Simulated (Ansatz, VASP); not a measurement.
Two plane-wave programs on Co

```xyz
2
Lattice="2.4295 0.0000 0.0000 -1.2148 2.1040 0.0000 0.0000 0.0000 3.9181" Properties=species:S:1:pos:R:3 pbc="T T T"
Co    0.0000    1.4027    0.9795
Co    1.2148    0.7013    2.9386
```

Alike in both runs: functional LDA; k mesh 20 × 20 × 11; occupations fermi-dirac, width 0.05 eV; collinear spin.

Ansatz relaxed the structure, and its values are those at the end. VASP's run is a single point on that final structure, the one shown.

|  | VASP | Ansatz |
| --- | --- | --- |
| version | VASP 6.6.1 | Ansatz 0.2.0 |
| potentials or method | VASP PAW LDA potentials, release 64 (Co) | PAW with Ansatz's default frozen-core files, scalar-relativistic |
| plane-wave cutoff (eV) | 520 | 420 |
| valence electrons in the cell | 18 | 34 |

```tsv
	VASP	Ansatz	Ansatz less VASP
pressure (GPa)	-1.3	0.0	+1.29
net moment per atom (μB)	1.49	1.52	+0.032
size of the moment on the site where the two differ most (μB)	1.48	1.56	+0.083
```

LDA's correlation is that of Perdew and Zunger in VASP and of Perdew and Wang (1992) in Ansatz. Site moments also hang on the region over which each program counts them. VASP's potentials hold 18 valence electrons a cell and Ansatz's 34, so a difference there can come from the potentials and not from the codes.
